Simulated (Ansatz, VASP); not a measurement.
# CaO in VASP and in Ansatz

```xyz
2
Lattice="0.0000 2.3510 2.6449 2.3510 0.0000 2.6449 2.3510 2.3510 0.0000" Properties=species:S:1:pos:R:3 pbc="T T T"
Ca    0.0000    0.0000    0.0000
O     2.3510    2.3510    2.6449
```

Change from the starting cell: strain -0.040 along x and y, +0.080 along z, atoms carried along.

Alike in both runs: task single point; functional r2SCAN; k mesh 8 × 8 × 8; occupations gaussian, width 0.05 eV; no spin polarisation.

|  | VASP | Ansatz |
| --- | --- | --- |
| version | VASP 6.6.1 | Ansatz 0.2.0 |
| potentials or method | VASP PAW PBE potentials, release 64 (Ca_sv, O), cutoff 520 eV | scalar-relativistic, plane waves, PAW |
| valence electrons in the cell | 16 | 16 |

Ansatz gave:

- gap on the k mesh at the Fermi level (eV): 4.10
- least direct gap on the mesh (eV): 4.55
- pressure (GPa): -3.2
- traceless stress, the component that is largest in VASP (GPa): -8.12

**Question.** Estimate VASP's values.

**Answer.** gap on the k mesh at the Fermi level (eV): 4.09; least direct gap on the mesh (eV): 4.54; pressure (GPa): -2.3; traceless stress, the component that is largest in VASP (GPa): -8.80.

VASP's potentials were made for PBE, not for r2SCAN. The functional is the same, so the differences come from potentials, cutoffs and numerics.
